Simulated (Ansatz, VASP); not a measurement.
# Two plane-wave programs on Ir

The input INCAR:

```
PREC = Accurate
ENCUT = 500
EDIFF = 1E-6
ISMEAR = 1
SIGMA = 0.001
LREAL = False
LASPH = True
NELM = 120
ALGO = Normal
ISIF = 2
LWAVE = False
LCHARG = False
GGA = PE
NBANDS = 10
GGA_COMPAT = False
```

KPOINTS

```
Automatic mesh
0
Gamma
  17 17 17
```

POSCAR

```
Ir
1.0
    2.5709103720      0.0000000000      0.0000000000
    0.0000000000      2.5709103720      0.0000000000
    0.0000000000      0.0000000000      2.5709103720
Ir
1
Direct
    0.0000000000      0.0000000000      0.0000000000
```

Input for Ansatz:

```yaml
crystal:
  lattice:
    - [2.570910372, 0.0, 0.0]
    - [0.0, 2.570910372, 0.0]
    - [0.0, 0.0, 2.570910372]
  atoms:
    - { symbol: Ir, position: [0.0, 0.0, 0.0] }
kpoints:
  mp_grid: { grid: [17, 17, 17] }
scf:
  occupations: { method: cold, width: 0.001 }
hamiltonian:
  xc: pbe
  pseudopotentials: { kind: nc, accuracy: standard }
output:
  forces: true
  stress: true
  eigenvalues: true
```

Alike in both runs: task single point; functional PBE; k mesh 17 × 17 × 17; no spin polarisation.

```csv
,VASP,Ansatz
version,VASP 6.6.1,Ansatz 0.2.0
potentials or method,"VASP PAW PBE potentials, release 64 (Ir)","norm-conserving pseudopotentials, scalar-relativistic"
plane-wave cutoff (eV),500,925
occupations,"methfessel-paxton of order 1, width 0.001 eV","cold, width 0.001 eV"
valence electrons in the cell,9,17
```

Ansatz gave:

| Property | Result |
| --- | --- |
| gap on the k mesh at the Fermi level (eV) | none |
| pressure (GPa) | -0.7 |

Estimate VASP's values.

gap on the k mesh at the Fermi level (eV): none; pressure (GPa): -0.1.

A gap of «none» marks a metal or a gap that the smearing closes. VASP's potentials hold 9 valence electrons a cell and Ansatz's 17, so a difference there can come from the potentials and not from the codes.

Neither program's run includes spin-orbit coupling.
